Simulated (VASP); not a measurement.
A run of VASP 6.6.1:

INCAR

```
  ALGO = Normal
  EDIFF = 1E-6
  ENCUT = 520
  GGA = PS
  ISIF = 2
  ISMEAR = 0
  LASPH = True
  LCHARG = False
  LREAL = False
  LWAVE = False
  NBANDS = 18
  NELM = 100
  PREC = Accurate
  SIGMA = 0.02
```

The input KPOINTS:

```
k-points
0
Gamma
  12 12 12
```

The input POSCAR:

```
NiO2
1.0
    1.3917226335      0.8035114371      6.9795768818
   -1.3917226335      0.8035114371      6.9795768818
    0.0000000000     -1.6070228742      6.9795768818
Ni O
1 2
Direct
    0.0000000000      0.0000000000      0.0000000000
    0.6220913557      0.6220913557      0.6220913557
    0.3779086443      0.3779086443      0.3779086443
```

Potentials or basis: VASP PAW PBE potentials, release 64 (Ni, O).

The run is started by

```bash
$ cat potpaw_PBE.64/Ni/POTCAR potpaw_PBE.64/O/POTCAR > POTCAR
$ mpirun -np 1 vasp_std > vasp.out
```

Hardware: 1 thread of Intel(R) Xeon(R) Platinum 8259CL CPU @ 2.50GHz (Skylake/Cascade Lake), on a shared host.

Q: Estimate the wall time of this run.

A: It took 23 min on 1 thread of Intel(R) Xeon(R) Platinum 8259CL CPU @ 2.50GHz (Skylake/Cascade Lake), on a shared host, peak memory 0.47 GiB. Counts: scf iterations 16, k points 189.
